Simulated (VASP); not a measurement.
Input of a VASP 6.6.1 run:

POSCAR

```
AlGaN2
1.0
    3.0419937217      0.0000000000      0.0000000000
    0.0000000000      3.0419937217      0.0000000000
    0.0000000000      0.0000000000      4.2838091637
Al Ga N
1 1 2
Direct
    0.5000000000      0.5000000000      0.5000000000
    0.0000000000      0.0000000000      0.0000000000
    0.5000000000      0.0000000000      0.7389991743
    0.0000000000      0.5000000000      0.2610008257
```

The input INCAR.step1:

```
SYSTEM = AlGaN2
  PREC = Accurate
  ENCUT = 600
  ISMEAR = 0
  SIGMA = 0.02
  LREAL = .FALSE.
  LASPH = .TRUE.
  NELM = 60
  GGA = PE
  ALGO = Normal
  EDIFF = 1E-4
  LWAVE = .TRUE.
  LCHARG = .FALSE.
```

File INCAR.step2:

```
SYSTEM = AlGaN2
  PREC = Accurate
  ENCUT = 600
  EDIFF = 1E-7
  ISMEAR = 0
  SIGMA = 0.02
  LREAL = .FALSE.
  LASPH = .TRUE.
  NELM = 60
  ALGO = Normal
  ISIF = 4
  LWAVE = .FALSE.
  LCHARG = .FALSE.
  METAGGA = R2SCAN
  LMIXTAU = .TRUE.
  IBRION = 2
  NSW = 50
  EDIFFG = -0.01
  ISTART = 1
```

File KPOINTS:

```
regular mesh
0
G
  8 8 6
  0 0 0
```

Potentials or basis: VASP PAW PBE potentials, release 64 (Al, Ga_d, N).

Run with:

```bash
$ cat potpaw_PBE.64/Al/POTCAR potpaw_PBE.64/Ga_d/POTCAR potpaw_PBE.64/N/POTCAR > POTCAR
$ cp INCAR.step1 INCAR
$ mpirun -np 1 vasp_std > vasp.out
$ cp INCAR.step2 INCAR
$ mpirun -np 1 vasp_std > vasp.out
```

Task: What does it give for the band gap on the k mesh?

Result: 3.89 eV (least direct gap 4.11 eV).

Step by step:
| step | energy change (eV) | largest force (eV/Å) | pressure (GPa) | volume (Å³) |
| --- | --- | --- | --- | --- |
| 1 | 0.0000 | 0.1259 | 23.94 | 39.64 |
| 2 | -0.0003 | 0.0706 | 23.92 | 39.64 |
| 3 | -0.0005 | 0.0029 | 23.92 | 39.64 |

Caveat: the PAW data sets were made with another functional, which shifts forces and pressure a little. A k mesh can miss the band edges.
